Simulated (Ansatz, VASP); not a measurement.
## B2SbN: VASP beside Ansatz

```
CELL_PARAMETERS angstrom
3.30071 0.00000 0.00000
-1.65036 2.85850 0.00000
0.00000 0.00000 6.96427
ATOMIC_POSITIONS crystal
B 0.33333 0.66667 0.00000
B 0.66667 0.33333 0.50000
Sb 0.33333 0.66667 0.50000
N 0.66667 0.33333 0.00000
```

Alike in both runs: functional LDA; k mesh 15 × 15 × 6; occupations fermi-dirac, width 0.15 eV; no spin polarisation.

Ansatz relaxed the structure, and its values are those at the end. VASP's run is a single point on that final structure, the one shown.

|  | VASP | Ansatz |
| --- | --- | --- |
| version | VASP 6.6.1 | Ansatz 0.2.0 |
| potentials or method | VASP PAW LDA potentials, release 64 (B, Sb, N), cutoff 520 eV | scalar-relativistic, plane waves, PAW |
| valence electrons in the cell | 16 | 26 |

|  | VASP | Ansatz | Ansatz less VASP |
| --- | --- | --- | --- |
| gap on the k mesh at the Fermi level (eV) | none | none | - |
| pressure (GPa) | 1.4 | 0.0 | -1.45 |

LDA's correlation is that of Perdew and Zunger in VASP and of Perdew and Wang (1992) in Ansatz. A gap of «none» marks a metal or a gap that the smearing closes. VASP's potentials hold 16 valence electrons a cell and Ansatz's 26, so a difference there can come from the potentials and not from the codes.

Spin-orbit coupling is off throughout.
